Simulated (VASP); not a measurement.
# CuI (P6_3/mmc) in VASP: settings compared

Aim: see how the results for CuI move with the level of theory and the settings. Levels: PBE, LDA, r2SCAN. Tasks: single point.

Program: VASP 6.6.1. These are calculated values, not measurements. Logs are shortened: lines on timing, memory, paths and dates and some standing lists are left out, and cuts for length are marked.

## 1. The cell of the first run

Symmetry: P6_3/mmc, No. 194, hexagonal system. The conventional cell has a = 4.147 Å, b = 4.147 Å, c = 6.336 Å, α = 90.00°, β = 90.00°, γ = 120.00°. Cu (site symmetry -3m) has 6 I at 2.87 Å and 2 Cu at 3.17 Å within 3.8 Å. I (site symmetry -6m2) has 6 Cu at 2.87 Å within 3.8 Å.

## 2. Single point, PBE

File INCAR:

```
PREC = Accurate
ENCUT = 520
EDIFF = 1E-6
ISMEAR = 0
SIGMA = 0.01
LREAL = False
LASPH = True
NELM = 100
ALGO = Normal
ISIF = 2
LWAVE = False
LCHARG = False
GGA = PE
NBANDS = 26
```

File KPOINTS:

```
regular mesh
0
Gamma
  6 6 2
```

File POSCAR:

```
CuI
1.0
    4.1473371297      0.0000000000      0.0000000000
   -2.0736685648      3.5916993124      0.0000000000
    0.0000000000      0.0000000000      6.3363560909
Cu I
2 2
Direct
    0.0000000000      0.0000000000      0.0000000000
    0.0000000000      0.0000000000      0.5000000000
    0.3333333333      0.6666666667      0.2500000000
    0.6666666667      0.3333333333      0.7500000000
```

Potentials or basis: VASP PAW PBE potentials, release 64 (Cu, I).

Started as:

```sh
$ cat potpaw_PBE.64/Cu/POTCAR potpaw_PBE.64/I/POTCAR > POTCAR
$ mpirun -np 1 vasp_std > vasp.out
```

OUTCAR:

```text
PREC = Accurate
   ENCUT = 520
   EDIFF = 1E-6
   ISMEAR = 0
   LREAL = False
   LASPH = True
   NELM = 100
   ISIF = 2
   GGA = PE

 ion  position               nearest neighbor table
   1  0.000  0.000  0.000-   3 2.87   4 2.87   3 2.87   4 2.87   4 2.87   3 2.87
   2  0.000  0.000  0.500-   3 2.87   4 2.87   3 2.87   4 2.87   4 2.87   3 2.87
   3  0.333  0.667  0.250-   1 2.87   2 2.87   1 2.87   2 2.87   1 2.87   2 2.87
   4  0.667  0.333  0.750-   1 2.87   2 2.87   1 2.87   2 2.87   1 2.87   2 2.87

  LATTYP: Found a hexagonal cell.
 ALAT       =     4.1473371297
 C/A-ratio  =     1.5278131227

  Lattice vectors:

 A1 = (   4.1473371297,   0.0000000000,   0.0000000000)
 A2 = (  -2.0736685648,   3.5916993124,   0.0000000000)
 A3 = (   0.0000000000,   0.0000000000,   6.3363560909)

Analysis of symmetry for initial positions (statically):
=====================================================================
 Subroutine PRICEL returns:
 Original cell was already a primitive cell.

 Routine SETGRP: Setting up the symmetry group for a
 hexagonal supercell.

 Subroutine GETGRP returns: Found 24 space group operations
 (whereof 12 operations were pure point group operations)
 out of a pool of 24 trial point group operations.

The static configuration has the point symmetry D_3d.
 The point group associated with its full space group is D_6h.

Analysis of symmetry for dynamics (positions and initial velocities):
=====================================================================
 Subroutine PRICEL returns:
 Original cell was already a primitive cell.

 Routine SETGRP: Setting up the symmetry group for a
 hexagonal supercell.

 Subroutine GETGRP returns: Found 24 space group operations
 (whereof 12 operations were pure point group operations)
 out of a pool of 24 trial point group operations.

The dynamic configuration has the point symmetry D_3d.
 The point group associated with its full space group is D_6h.

 Subroutine INISYM returns: Found 24 space group operations
 (whereof 12 operations are pure point group operations),
 and found     1 'primitive' translations

----------------------------------------------------------------------------------------

                                     Primitive cell

  volume of cell :      94.3863

  direct lattice vectors                    reciprocal lattice vectors
     4.147337130  0.000000000  0.000000000     0.241118570  0.139209872  0.000000000
    -2.073668565  3.591699312  0.000000000     0.000000000  0.278419743  0.000000000
     0.000000000  0.000000000  6.336356091     0.000000000  0.000000000  0.157819413

  length of vectors
     4.147337130  4.147337130  6.336356091     0.278419743  0.278419743  0.157819413

  position of ions in fractional coordinates (direct lattice)
     0.000000000  0.000000000  0.000000000
     0.000000000  0.000000000  0.500000000
     0.333333333  0.666666667  0.250000000
     0.666666667  0.333333333  0.750000000

  ion indices of the primitive-cell ions
   primitive index   ion index
                 1           1
                 2           2
                 3           3
                 4           4

----------------------------------------------------------------------------------------

 KPOINTS: regular mesh

Automatic generation of k-mesh.
 Grid dimensions read from file:
 generate k-points for:    6    6    2

 Generating k-lattice:

  Cartesian coordinates                     Fractional coordinates (reciprocal lattice)
     0.040186428  0.023201645  0.000000000     0.166666667 -0.000000000  0.000000000
     0.000000000  0.046403291  0.000000000     0.000000000  0.166666667  0.000000000
     0.000000000  0.000000000  0.078909707     0.000000000  0.000000000  0.500000000

  Length of vectors
     0.046403291  0.046403291  0.078909707

  Shift w.r.t. Gamma in fractional coordinates (k-lattice)
     0.000000000  0.000000000  0.000000000

 Subroutine IBZKPT returns following result:
 ===========================================

 Found     14 irreducible k-points:

 Following reciprocal coordinates:
            Coordinates               Weight
  0.000000  0.000000  0.000000      1.000000
  0.166667  0.000000  0.000000      6.000000
  0.333333  0.000000  0.000000      6.000000
  0.500000 -0.000000  0.000000      3.000000
  0.166667  0.166667  0.000000      6.000000
  0.333333  0.166667  0.000000     12.000000
  0.333333  0.333333  0.000000      2.000000
  0.000000  0.000000  0.500000      1.000000
  0.166667  0.000000  0.500000      6.000000
  0.333333  0.000000  0.500000      6.000000
  0.500000 -0.000000  0.500000      3.000000
  0.166667  0.166667  0.500000      6.000000
  0.333333  0.166667  0.500000     12.000000
  0.333333  0.333333  0.500000      2.000000
   k-points           NKPTS =     14   k-points in BZ     NKDIM =     14   number of bands    NBANDS=     26
   number of dos      NEDOS =    301   number of ions     NIONS =      4
   total plane-waves  NPLWV =  49152
   dimension x,y,z NGX =    32 NGY =   32 NGZ =   48
   dimension x,y,z NGXF=    64 NGYF=   64 NGZF=   96
   ions per type =               2   2
   NGX,Y,Z   is equivalent  to a cutoff of  12.83, 12.83, 12.59 a.u.
   NGXF,Y,Z  is equivalent  to a cutoff of  25.65, 25.65, 25.19 a.u.
 SYSTEM =  unknown system
   PREC   = accura    normal or accurate (medium, high low for compatibility)
   ISTART =      0    job   : 0-new  1-cont  2-samecut
   ICHARG =      2    charge: 1-file 2-atom 10-const
   ISPIN  =      1    spin polarized calculation?
   LNONCOLLINEAR =      F non collinear calculations
   LSORBIT =      F    spin-orbit coupling
   LASPH  =      T    aspherical Exc in radial PAW
   ENCUT  =  520.0 eV  38.22 Ry    6.18 a.u.   7.71  7.71 11.78*2*pi/ulx,y,z
   NELM   =    100;   NELMIN=  2; NELMDL= -5     # of ELM steps
   EDIFF  = 0.1E-05   stopping-criterion for ELM
   LREAL  =      F    real-space projection
   EDIFFG = 0.1E-04   stopping-criterion for IOM
   NSW    =      0    number of steps for IOM
   IBRION =     -1    ionic relax: 0-MD 1-quasi-New 2-CG
   NFREE  =      0    steps in history (QN), initial steepest desc. (CG)
   ISIF   =      2    stress and relaxation
   ISYM   =      2    0-nonsym 1-usesym 2-fastsym
   POTIM  = 0.5000    time-step for ionic-motion
   TEBEG  =    0.0;   TEEND  =   0.0 temperature during run
   PSTRESS=    0.0 pullay stress
   NELECT =      36.0000    total number of electrons
   NUPDOWN=      -1.0000    fix difference up-down
   EMIN   =  10.00;   EMAX   =-10.00  energy-range for DOS
   EFERMI =   0.00;   METHOD = LEGACY
   ISMEAR =     0;   SIGMA  =   0.01  broadening in eV -4-tet -1-fermi 0-gaus
   EFERMI_NEDOS =   21; number of points for ismear=-14 and -15
   IALGO  =     38    algorithm
   IMIX   =      4    mixing-type and parameters
     AMIX     =   0.40;   BMIX     =  1.00
     AMIX_MAG =   1.60;   BMIX_MAG =  1.00
  volume/ion in A,a.u.               =      23.60       159.24
  Fermi-wavevector in a.u.,A,eV,Ry     =   1.187242  2.243563 19.178015  1.409544
  Thomas-Fermi vector in A             =   2.323398
   LORBIT       =      0    0 simple, 1 ext, 2 COOP (PROOUT), +10 PAW based schemes
   GGA     = PE    functional components
   LHFCALC =     F    Hartree Fock is set to
   AEXX    =    0.0000 exact exchange contribution
   IVDW    =     0    specifies the selected vdW correction
   LEPSILON=     F    determine dielectric tensor
   LRPA    =     F    only Hartree local field effects (RPA)
 non-spin polarized calculation
 Gauss-broadening in eV      SIGMA  =   0.01
  energy-cutoff  :      520.00
  volume of cell :       94.39
 maximum number of plane-waves:      2568
 NGX is ok and might be reduce to    32
   NGX = 15   NGY = 15   NGZ = 23

 number of electron      36.0000002 magnetization

 Free energy of the ion-electron system (eV)
  ---------------------------------------------------
  ext. energy  EPLUGINS =         0.00000000
  ---------------------------------------------------
  free energy    TOTEN  =       -10.17450899 eV

  energy without entropy =      -10.17450899  energy(sigma->0) =      -10.17450899

 E-fermi :   6.2207     XC(G=0):  -9.9718

 val. band max:        6.1307462319   @ k =   0.5000  -0.0000   0.0000
 cond. band min:       6.6190237244   @ k =   0.3333   0.3333   0.0000
 fundamental gap:      0.4882774924
 Fermi energy:         6.2206537401

 k-point     1 :       0.0000    0.0000    0.0000
  band No.  band energies     occupation
      1      -8.0970      2.00000
      2      -7.0111      2.00000
      3      -0.0830      2.00000
      4       2.4632      2.00000
      5       2.4632      2.00000
      6       3.8352      2.00000
[... 18 lines left out ...]
     25      12.8080      0.00000
     26      13.5613      0.00000

 k-point     2 :       0.1667    0.0000    0.0000
  band No.  band energies     occupation
      1      -7.9295      2.00000
      2      -6.9604      2.00000
      3       0.2046      2.00000
      4       2.0959      2.00000
      5       2.4508      2.00000
      6       2.5416      2.00000
[... 18 lines left out ...]
     25      12.3189      0.00000
     26      13.4354      0.00000

 k-point     3 :       0.3333    0.0000    0.0000
  band No.  band energies     occupation
      1      -7.5174      2.00000
      2      -6.8945      2.00000
      3       0.6533      2.00000
      4       1.0064      2.00000
      5       1.7214      2.00000
      6       2.4503      2.00000
[... 282 lines left out ...]
 k-point    13 :       0.3333    0.1667    0.5000
  band No.  band energies     occupation
      1      -7.0708      2.00000
      2      -7.0708      2.00000
      3       0.4432      2.00000
      4       0.4432      2.00000
      5       1.9537      2.00000
      6       1.9537      2.00000
[... 18 lines left out ...]
     25      14.0242      0.00000
     26      14.0242      0.00000

 k-point    14 :       0.3333    0.3333    0.5000
  band No.  band energies     occupation
      1      -6.9933      2.00000
      2      -6.9933      2.00000
      3       0.8684      2.00000
      4       0.8684      2.00000
      5       0.9987      2.00000
      6       0.9987      2.00000
[... 18 lines left out ...]
     25      13.8425      0.00000
     26      13.8425      0.00000

------------------------ aborting loop because EDIFF is reached ----------------------------------------

  FORCE on cell =-STRESS in cart. coord.  units (eV):
  Direction    XX          YY          ZZ          XY          YZ          ZX
  --------------------------------------------------------------------------------------
  -------------------------------------------------------------------------------------
  Total        0.5114768      0.5114768      0.1087460      0.0000000     -0.0000000      0.0000000
  in kB        8.6821567      8.6821567      1.8459286      0.0000000     -0.0000000      0.0000000
  external PRESSURE =       6.4034140 kB  Pullay stress =       0.0000000 kB

 VOLUME and BASIS-vectors are now :
 -----------------------------------------------------------------------------
  energy-cutoff  :      520.00
  volume of cell :       94.39
      direct lattice vectors                 reciprocal lattice vectors
     4.147337130  0.000000000  0.000000000     0.241118570  0.139209872  0.000000000
    -2.073668565  3.591699312  0.000000000     0.000000000  0.278419743  0.000000000
     0.000000000  0.000000000  6.336356091     0.000000000  0.000000000  0.157819413

 POSITION                                       TOTAL-FORCE (eV/Angst)
 -----------------------------------------------------------------------------------
      0.00000      0.00000      0.00000         0.000000      0.000000      0.000000
      0.00000      0.00000      3.16818         0.000000      0.000000      0.000000
     -0.00000      2.39447      1.58409         0.000000     -0.000000      0.000000
      2.07367      1.19723      4.75227        -0.000000      0.000000     -0.000000
 -----------------------------------------------------------------------------------
    total drift:                                0.000000     -0.000000      0.000000

  FREE ENERGIE OF THE ION-ELECTRON SYSTEM (eV)
  ---------------------------------------------------
  free  energy   TOTEN  =       -10.1745089923 eV

  energy  without entropy=      -10.1745089923  energy(sigma->0) =      -10.17450899
```

Wall time 39 s (1 thread of AMD EPYC 7R43 (Zen 3), shared host); peak memory 0.18 GiB.

Results:

- Free energy: -10.1745 eV
- Pressure: 0.6 GPa
- Band gap on the k mesh: 0.49 eV (least direct gap 0.70 eV)

Caveat: the k points lie up to 0.50 Å⁻¹ apart; spin-orbit coupling is left out, which moves the levels of the heavy elements. A k mesh can miss the band edges.

(Part 1 of 2 ends here.)
